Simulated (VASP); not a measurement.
# W (Fm-3m) in VASP: a series of runs

Runs on W. Level: PBE. Tasks: single point.

Everything below comes from runs of VASP 6.6.1. Logs are shortened: lines on timing, memory, paths and dates and some standing lists are left out, and cuts for length are marked.

## 1. The cell of the first run

The structure is cubic, space group Fm-3m (No. 225). Conventional cell: a = 3.551 Å, b = 3.551 Å, c = 3.551 Å, α = 90.00°, β = 90.00°, γ = 90.00°. Within 3.3 Å of W (site symmetry m-3m) lie 12 W at 2.51 Å.

## 2. Single point, PBE (volume scaled by 0.68)

Contents of INCAR:

```
PREC = Accurate
ENCUT = 520
EDIFF = 1E-6
ISMEAR = -1
SIGMA = 0.1
LREAL = F
LASPH = T
NELM = 80
ALGO = Normal
ISIF = 2
LWAVE = F
LCHARG = T
GGA = PE
LELF = T
LVHAR = T
NBANDS = 13
```

Contents of KPOINTS:

```
Automatic mesh
0
Gamma
  18 18 18
```

Contents of POSCAR:

```
W
1.0
    0.0000000000      1.7753340210      1.7753340210
    1.7753340210      0.0000000000      1.7753340210
    1.7753340210      1.7753340210      0.0000000000
W
1
Direct
    0.0000000000      0.0000000000      0.0000000000
```

Potentials or basis: VASP PAW PBE potentials, release 64 (W_sv).

The run is started by

```bash
$ cat potpaw_PBE.64/W_sv/POTCAR > POTCAR
$ mpirun -np 1 vasp_std > vasp.out
```

OUTCAR:

```text
PREC = Accurate
   ENCUT = 520
   EDIFF = 1E-6
   ISMEAR = -1
   LREAL = F
   LASPH = T
   NELM = 80
   ISIF = 2
   GGA = PE

 ion  position               nearest neighbor table
   1  0.000  0.000  0.000-

  LATTYP: Found a face centered cubic cell.
 ALAT       =     3.5506680420

  Lattice vectors:

 A1 = (   0.0000000000,   1.7753340210,   1.7753340210)
 A2 = (   1.7753340210,   0.0000000000,   1.7753340210)
 A3 = (   1.7753340210,   1.7753340210,   0.0000000000)

Analysis of symmetry for initial positions (statically):
=====================================================================
 Subroutine PRICEL returns:
 Original cell was already a primitive cell.

 Routine SETGRP: Setting up the symmetry group for a
 face centered cubic supercell.

 Subroutine GETGRP returns: Found 48 space group operations
 (whereof 48 operations were pure point group operations)
 out of a pool of 48 trial point group operations.

The static configuration has the point symmetry O_h .

Analysis of symmetry for dynamics (positions and initial velocities):
=====================================================================
 Subroutine PRICEL returns:
 Original cell was already a primitive cell.

 Routine SETGRP: Setting up the symmetry group for a
 face centered cubic supercell.

 Subroutine GETGRP returns: Found 48 space group operations
 (whereof 48 operations were pure point group operations)
 out of a pool of 48 trial point group operations.

The dynamic configuration has the point symmetry O_h .

 Subroutine INISYM returns: Found 48 space group operations
 (whereof 48 operations are pure point group operations),
 and found     1 'primitive' translations

----------------------------------------------------------------------------------------

                                     Primitive cell

  volume of cell :      11.1910

  direct lattice vectors                    reciprocal lattice vectors
     0.000000000  1.775334021  1.775334021    -0.281637142  0.281637142  0.281637142
     1.775334021  0.000000000  1.775334021     0.281637142 -0.281637142  0.281637142
     1.775334021  1.775334021  0.000000000     0.281637142  0.281637142 -0.281637142

  length of vectors
     2.510701450  2.510701450  2.510701450     0.487809839  0.487809839  0.487809839

  position of ions in fractional coordinates (direct lattice)
     0.000000000  0.000000000  0.000000000

  ion indices of the primitive-cell ions
   primitive index   ion index
                 1           1

----------------------------------------------------------------------------------------

 KPOINTS: Automatic mesh

Automatic generation of k-mesh.
 Grid dimensions read from file:
 generate k-points for:   18   18   18

 Generating k-lattice:

  Cartesian coordinates                     Fractional coordinates (reciprocal lattice)
    -0.015646508  0.015646508  0.015646508     0.055555556  0.000000000  0.000000000
     0.015646508 -0.015646508  0.015646508     0.000000000  0.055555556  0.000000000
     0.015646508  0.015646508 -0.015646508     0.000000000  0.000000000  0.055555556

  Length of vectors
     0.027100547  0.027100547  0.027100547

  Shift w.r.t. Gamma in fractional coordinates (k-lattice)
     0.000000000  0.000000000  0.000000000

 Subroutine IBZKPT returns following result:
 ===========================================

 Found    195 irreducible k-points:

 Following reciprocal coordinates:
            Coordinates               Weight
  0.000000  0.000000  0.000000      1.000000
  0.055556  0.000000  0.000000      8.000000
  0.111111  0.000000  0.000000      8.000000
  0.166667  0.000000  0.000000      8.000000
  0.222222  0.000000  0.000000      8.000000
  0.277778  0.000000  0.000000      8.000000
[... 16 lines left out ...]
 -0.277778  0.055556  0.000000     24.000000
 -0.222222  0.055556  0.000000     24.000000
 [... further k-points ...]
   k-points           NKPTS =    195   k-points in BZ     NKDIM =    195   number of bands    NBANDS=     13
   number of dos      NEDOS =    301   number of ions     NIONS =      1
   total plane-waves  NPLWV =   8000
   dimension x,y,z NGX =    20 NGY =   20 NGZ =   20
   dimension x,y,z NGXF=    40 NGYF=   40 NGZF=   40
   ions per type =               1
   NGX,Y,Z   is equivalent  to a cutoff of  13.24, 13.24, 13.24 a.u.
   NGXF,Y,Z  is equivalent  to a cutoff of  26.49, 26.49, 26.49 a.u.
 SYSTEM =  unknown system
   PREC   = accura    normal or accurate (medium, high low for compatibility)
   ISTART =      0    job   : 0-new  1-cont  2-samecut
   ICHARG =      2    charge: 1-file 2-atom 10-const
   ISPIN  =      1    spin polarized calculation?
   LNONCOLLINEAR =      F non collinear calculations
   LSORBIT =      F    spin-orbit coupling
   LASPH  =      T    aspherical Exc in radial PAW
   ENCUT  =  520.0 eV  38.22 Ry    6.18 a.u.   4.67  4.67  4.67*2*pi/ulx,y,z
   NELM   =     80;   NELMIN=  2; NELMDL= -5     # of ELM steps
   EDIFF  = 0.1E-05   stopping-criterion for ELM
   LREAL  =      F    real-space projection
   EDIFFG = 0.1E-04   stopping-criterion for IOM
   NSW    =      0    number of steps for IOM
   IBRION =     -1    ionic relax: 0-MD 1-quasi-New 2-CG
   NFREE  =      0    steps in history (QN), initial steepest desc. (CG)
   ISIF   =      2    stress and relaxation
   ISYM   =      2    0-nonsym 1-usesym 2-fastsym
   POTIM  = 0.5000    time-step for ionic-motion
   TEBEG  =    0.0;   TEEND  =   0.0 temperature during run
   PSTRESS=    0.0 pullay stress
   NELECT =      14.0000    total number of electrons
   NUPDOWN=      -1.0000    fix difference up-down
   EMIN   =  10.00;   EMAX   =-10.00  energy-range for DOS
   EFERMI =   0.00;   METHOD = LEGACY
   ISMEAR =    -1;   SIGMA  =   0.10  broadening in eV -4-tet -1-fermi 0-gaus
   EFERMI_NEDOS =   21; number of points for ismear=-14 and -15
   IALGO  =     38    algorithm
   IMIX   =      4    mixing-type and parameters
     AMIX     =   0.40;   BMIX     =  1.00
     AMIX_MAG =   1.60;   BMIX_MAG =  1.00
  volume/ion in A,a.u.               =      11.19        75.52
  Fermi-wavevector in a.u.,A,eV,Ry     =   1.763982  3.333442 42.336321  3.111632
  Thomas-Fermi vector in A             =   2.832050
   LORBIT       =      0    0 simple, 1 ext, 2 COOP (PROOUT), +10 PAW based schemes
   GGA     = PE    functional components
   LHFCALC =     F    Hartree Fock is set to
   AEXX    =    0.0000 exact exchange contribution
   IVDW    =     0    specifies the selected vdW correction
   LEPSILON=     F    determine dielectric tensor
   LRPA    =     F    only Hartree local field effects (RPA)
 non-spin polarized calculation
  energy-cutoff  :      520.00
  volume of cell :       11.19
 maximum number of plane-waves:       313
   NGX =  9   NGY =  9   NGZ =  9

 number of electron      14.0000001 magnetization

 Free energy of the ion-electron system (eV)
  ---------------------------------------------------
  ext. energy  EPLUGINS =         0.00000000
  ---------------------------------------------------
  free energy    TOTEN  =        -9.66177564 eV

  energy without entropy =       -9.63893528  energy(sigma->0) =       -9.65035546

 E-fermi :  16.6963     XC(G=0): -15.7088

 val. band max:       16.6233018535   @ k =  -0.3889   0.2222   0.1111
 cond. band min:      16.7139641709   @ k =   0.2222   0.1111   0.0000
 fundamental gap:      0.0906623173
 Fermi energy:        16.6962643322

 k-point     1 :       0.0000    0.0000    0.0000
  band No.  band energies     occupation
      1     -56.7850      2.00000
      2     -19.3348      2.00000
      3     -19.3348      2.00000
      4     -19.3348      2.00000
      5       5.9581      2.00000
      6      15.2534      2.00000
      7      15.2534      2.00000
      8      15.2534      2.00000
      9      20.5306      0.00000
     10      20.5306      0.00000
     11      29.5911      0.00000
     12      36.9598      0.00000
     13      36.9598      0.00000

 k-point     2 :       0.0556    0.0000    0.0000
  band No.  band energies     occupation
      1     -56.7691      2.00000
      2     -19.4698      2.00000
      3     -19.3498      2.00000
      4     -19.3498      2.00000
      5       6.1876      2.00000
      6      15.0754      2.00000
      7      15.3576      2.00000
      8      15.3576      2.00000
      9      20.3994      0.00000
     10      20.3994      0.00000
     11      30.0381      0.00000
     12      36.1729      0.00000
     13      37.3795      0.00000

 k-point     3 :       0.1111    0.0000    0.0000
  band No.  band energies     occupation
      1     -56.7232      2.00000
      2     -19.8485      2.00000
      3     -19.3930      2.00000
      4     -19.3930      2.00000
      5       6.8236      2.00000
      6      14.6531      2.00000
      7      15.6289      1.99995
      8      15.6289      1.99995
      9      20.1017      0.00000
     10      20.1017      0.00000
     11      31.1936      0.00000
     12      34.8008      0.00000
     13      38.5770      0.00000

 k-point     4 :       0.1667    0.0000    0.0000
  band No.  band energies     occupation
      1     -56.6524      2.00000
      2     -20.4029      2.00000
      3     -19.4583      2.00000
      4     -19.4583      2.00000
      5       7.6989      2.00000
      6      14.2594      2.00000
      7      15.9204      1.99915
      8      15.9204      1.99915
      9      19.8998      0.00000
     10      19.8998      0.00000
     11      31.9259      0.00000
     12      34.5111      0.00000
     13      40.4122      0.00000

 k-point     5 :       0.2222    0.0000    0.0000
  band No.  band energies     occupation
      1     -56.5646      2.00000
      2     -21.0462      2.00000
      3     -19.5372      2.00000
      4     -19.5372      2.00000
      5       8.5086      2.00000
      6      14.2559      2.00000
      7      15.9968      1.99817
      8      15.9968      1.99817
      9      20.1303      0.00000
     10      20.1303      0.00000
     11      31.0758      0.00000
     12      36.4322      0.00000
     13      42.7351      0.00000

 k-point     6 :       0.2778    0.0000    0.0000
  band No.  band energies     occupation
      1     -56.4701      2.00000
      2     -21.6934      2.00000
      3     -19.6197      2.00000
      4     -19.6197      2.00000
      5       8.9212      2.00000
      6      14.9553      2.00000
      7      15.7773      1.99980
      8      15.7773      1.99980
      9      20.9205      0.00000
     10      20.9205      0.00000
     11      30.0992      0.00000
     12      38.7421      0.00000
     13      45.3549      0.00000

 k-point     7 :       0.3333    0.0000    0.0000
  band No.  band energies     occupation
      1     -56.3802      2.00000
      2     -22.2716      2.00000
      3     -19.6960      2.00000
      4     -19.6960      2.00000
      5       8.9303      2.00000
      6      15.4222      1.99999
      7      15.4222      1.99999
      8      16.2702      1.97216
      9      22.0875      0.00000
     10      22.0875      0.00000
     11      29.4067      0.00000
     12      39.3734      0.00000
     13      44.8413      0.00000
[... 193 lines left out ...]
 k-point    20 :      -0.4444    0.0556    0.0000
  band No.  band energies     occupation
      1     -56.2407      2.00000
      2     -23.0328      2.00000
      3     -19.9098      2.00000
      4     -19.8116      2.00000
      5       8.8084      2.00000
      6      14.5605      2.00000
      7      14.9706      2.00000
      8      18.8922      0.00000
      9      24.2750      0.00000
     10      25.2944      0.00000
     11      29.9315      0.00000
     12      34.1765      0.00000
     13      40.0035      0.00000

 k-point    21 :      -0.3889    0.0556    0.0000
  band No.  band energies     occupation
      1     -56.2789      2.00000
      2     -22.8109      2.00000
      3     -19.8971      2.00000
      4     -19.7598      2.00000
      5       8.9307      2.00000
      6      14.7846      2.00000
      7      15.1153      2.00000
      8      17.8999      0.00001
      9      23.1092      0.00000
     10      24.7603      0.00000
     11      29.6136      0.00000
     12      36.1121      0.00000
     13      41.0659      0.00000

 k-point    22 :      -0.3333    0.0556    0.0000
  band No.  band energies     occupation
      1     -56.3447      2.00000
      2     -22.4183      2.00000
      3     -19.8552      2.00000
      4     -19.6884      2.00000
      5       9.0988      2.00000
      6      15.1352      2.00000
      7      15.3998      2.00000
      8      16.4584      1.83044
      9      21.7258      0.00000
     10      23.6649      0.00000
     11      29.7326      0.00000
     12      38.5177      0.00000
     13      42.7151      0.00000

 k-point    23 :      -0.2778    0.0556    0.0000
  band No.  band energies     occupation
      1     -56.4294      2.00000
      2     -21.8896      2.00000
      3     -19.7882      2.00000
      4     -19.6053      2.00000
      5       9.1728      2.00000
      6      15.0408      2.00000
      7      15.5635      1.99998
      8      15.7692      1.99981
      9      20.4241      0.00000
     10      22.4094      0.00000
     11      30.2993      0.00000
     12      39.3204      0.00000
     13      43.6220      0.00000

 k-point    24 :      -0.2222    0.0556    0.0000
  band No.  band energies     occupation
      1     -56.5225      2.00000
      2     -21.2754      2.00000
      3     -19.7030      2.00000
      4     -19.5202      2.00000
      5       8.9050      2.00000
      6      14.1464      2.00000
      7      15.9201      1.99915
      8      16.0835      1.99565
      9      19.4646      0.00000
     10      21.3287      0.00000
     11      31.1919      0.00000
     12      37.2789      0.00000
     13      42.4393      0.00000

 [... further k-points ...]
[... 5 lines left out ...]
  --------------------------------------------------------------------------------------
  -------------------------------------------------------------------------------------
  Total       16.3815151     16.3815151     16.3815151      0.0000000     -0.0000000      0.0000000
  in kB     2345.2785280   2345.2785280   2345.2785280      0.0000000     -0.0000000      0.0000000
  external PRESSURE =    2345.2785280 kB  Pullay stress =       0.0000000 kB

 VOLUME and BASIS-vectors are now :
 -----------------------------------------------------------------------------
  energy-cutoff  :      520.00
  volume of cell :       11.19
      direct lattice vectors                 reciprocal lattice vectors
     0.000000000  1.775334021  1.775334021    -0.281637142  0.281637142  0.281637142
     1.775334021  0.000000000  1.775334021     0.281637142 -0.281637142  0.281637142
     1.775334021  1.775334021  0.000000000     0.281637142  0.281637142 -0.281637142

 POSITION                                       TOTAL-FORCE (eV/Angst)
 -----------------------------------------------------------------------------------
      0.00000      0.00000      0.00000         0.000000      0.000000      0.000000
 -----------------------------------------------------------------------------------
    total drift:                                0.000000      0.000000      0.000000

  FREE ENERGIE OF THE ION-ELECTRON SYSTEM (eV)
  ---------------------------------------------------
  free  energy   TOTEN  =        -9.6617756388 eV

  energy  without entropy=       -9.6389352765  energy(sigma->0) =       -9.65035546
```

Wall time 23 s (1 thread of Intel Xeon 6975P-C, shared host); peak memory 0.15 GiB.

What came out:

- Free energy: -9.6618 eV
- Pressure: 234.5 GPa
- Band gap on the k mesh: zero (band 7 reaches 23.22 eV, above the bottom of band 8 at 15.25 eV)

Caveat: spin-orbit coupling is left out, which moves the levels of the heavy elements.

## 3. Single point, PBE (volume scaled by 0.78)

Contents of INCAR:

```
SYSTEM = W
PREC = Accurate
ENCUT = 520
EDIFF = 1E-6
ISMEAR = -1
SIGMA = 0.1
LREAL = .False.
LASPH = .True.
NELM = 80
ALGO = Normal
ISIF = 2
LWAVE = .False.
LCHARG = .False.
GGA = PE
NBANDS = 13
```

Contents of KPOINTS:

```
regular mesh
0
Gamma
  18 18 18
  0 0 0
```

Contents of POSCAR:

```
W
1.0
    0.0000000000      1.8584118766      1.8584118766
    1.8584118766      0.0000000000      1.8584118766
    1.8584118766      1.8584118766      0.0000000000
W
1
Direct
    0.0000000000      0.0000000000      0.0000000000
```

Potentials or basis: VASP PAW PBE potentials, release 64 (W_sv).

The run is started by

```bash
$ cat potpaw_PBE.64/W_sv/POTCAR > POTCAR
$ mpirun -np 1 vasp_std > vasp.out
```

Run time: 24 s. Hardware: 1 thread of Intel Xeon 6975P-C, shared host; peak memory 0.15 GiB.

It converged, with:

```
Free energy            : -11.4098 eV
Pressure               : 116.4 GPa
Band gap on the k mesh : zero (band 7 reaches 19.17 eV, above the bottom of band 8 at 13.23 eV)
```

Levels at points of the mesh, in eV from the Fermi level:
```
           k point  band 5  band 6  band 7  band 8  band 9  band 10
(0.00, 0.00, 0.00)  -10.18   -0.98   -0.98   -0.98    3.42     3.42
(0.50, 0.00, 0.00)   -7.08   -1.35   -1.35    1.76    6.96     6.96
(0.50, 0.50, 0.00)   -7.50   -6.35    4.95    6.95    8.05     8.05
```

Caveat: spin-orbit coupling is left out, which moves the levels of the heavy elements.

## 4. Single point, PBE (volume scaled by 0.78)

Contents of INCAR:

```
PREC = Accurate
ENCUT = 520
EDIFF = 1E-7
ISMEAR = -1
SIGMA = 0.1
LREAL = F
LASPH = T
NELM = 60
ALGO = Normal
ISIF = 2
LWAVE = F
LCHARG = F
GGA = PE
NBANDS = 13
```

Contents of KPOINTS:

```
regular mesh
0
Gamma
  18 18 18
```

POSCAR is that of step 3.

The run is started by

```bash
$ cat potpaw_PBE.64/W_sv/POTCAR > POTCAR
$ mpirun -np 1 vasp_std > vasp.out
```

It took 25 s on 1 thread of Intel Xeon 6975P-C, shared host; peak memory 0.15 GiB.

Results (log left out):

```
Free energy            : -11.4098 eV
Pressure               : 116.4 GPa
Band gap on the k mesh : zero (band 7 reaches 19.17 eV, above the bottom of band 8 at 13.23 eV)
```

Levels at points of the mesh, in eV from the Fermi level:
```csv
k point,band 3,band 4,band 5,band 6,band 7,band 8,band 9,band 10,band 11,band 12
"(0.00, 0.00, 0.00)",-36.45,-36.45,-10.18,-0.98,-0.98,-0.98,3.42,3.42,12.98,19.51
"(0.50, 0.00, 0.00)",-36.78,-36.78,-7.08,-1.35,-1.35,1.76,6.96,6.96,12.75,14.55
"(0.50, 0.50, 0.00)",-37.35,-37.35,-7.50,-6.35,4.95,6.95,8.05,8.05,14.14,14.14
```

Caveat: spin-orbit coupling is left out, which moves the levels of the heavy elements.

(Continued in part 2 of 2.)
